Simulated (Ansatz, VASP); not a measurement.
# As: VASP beside Ansatz

```
As
1.0
     0.00000    2.06368    2.06368
     2.06368    0.00000    2.06368
     2.06368    2.06368    0.00000
As
1
Cartesian
  0.0000 0.0000 0.0000
```

Alike in both runs: task single point; functional r2SCAN; k mesh 14 × 14 × 14; occupations fermi-dirac, width 0.1 eV; no spin polarisation.

|  | VASP | Ansatz |
| --- | --- | --- |
| version | VASP 6.6.1 | Ansatz 0.2.0 |
| potentials or method | VASP PAW PBE potentials, release 64 (As), cutoff 520 eV | plane waves (500 eV) with PAW, scalar-relativistic |
| valence electrons in the cell | 5 | 15 |

```tsv
	VASP	Ansatz	Ansatz less VASP
pressure (GPa)	8.1	8.1	+0.04
```

VASP's potentials were made for PBE, not for r2SCAN. The functional is the same, so the differences come from potentials, cutoffs and numerics. VASP's potentials hold 5 valence electrons a cell and Ansatz's 15, so a difference there can come from the potentials and not from the codes.
